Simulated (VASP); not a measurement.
Here is a VASP 6.6.1 calculation.

File POSCAR:

```
Ni
1.0
   -1.3837150000      1.3837150000      1.3837150000
    1.3837150000     -1.3837150000      1.3837150000
    1.3837150000      1.3837150000     -1.3837150000
Ni
1
Direct
    0.0000000000      0.0000000000      0.0000000000
```

INCAR.step1

```
SYSTEM = Ni
  ALGO = Normal
  EDIFF = 1E-4
  ENCUT = 520
  GGA = PE
  ISMEAR = -1
  ISPIN = 2
  LASPH = .True.
  LCHARG = .False.
  LMAXMIX = 4
  LREAL = .False.
  LWAVE = .True.
  MAGMOM = 1.49
  NBANDS = 15
  NELM = 150
  NUPDOWN = 1.4
  PREC = Accurate
  SIGMA = 0.1
```

File INCAR.step2:

```
SYSTEM = Ni
  ALGO = Normal
  EDIFF = 1E-6
  ENCUT = 520
  ISIF = 2
  ISMEAR = -1
  ISPIN = 2
  ISTART = 1
  IVDW = 12
  LASPH = .True.
  LCHARG = .True.
  LELF = .True.
  LMAXMIX = 4
  LMIXTAU = .True.
  LORBIT = 11
  LREAL = .False.
  LVHAR = .True.
  LWAVE = .False.
  MAGMOM = 1.49
  METAGGA = R2SCAN
  NBANDS = 15
  NELM = 150
  NUPDOWN = 1.4
  PREC = Accurate
  SIGMA = 0.1
  VDW_A1 = 0.49484001
  VDW_A2 = 5.73083694
  VDW_S6 = 1.0
  VDW_S8 = 0.78981345
```

KPOINTS

```
k-points
0
Gamma
  15 15 15
  0 0 0
```

Potentials or basis: VASP PAW PBE potentials, release 64 (Ni).

Command:

```bash
$ cat potpaw_PBE.64/Ni/POTCAR > POTCAR
$ cp INCAR.step1 INCAR
$ mpirun -np 1 vasp_std > vasp.out
$ cp INCAR.step2 INCAR
$ mpirun -np 1 vasp_std > vasp.out
```

Problem. What does it give for the pressure?

Solution. 8.6 GPa.

Problem. Estimate the dispersion energy per atom.

Solution. -0.223 eV.

Caveat: the PAW data sets were made with another functional, which shifts forces and pressure a little; the total moment is fixed, so each spin has its own Fermi level.
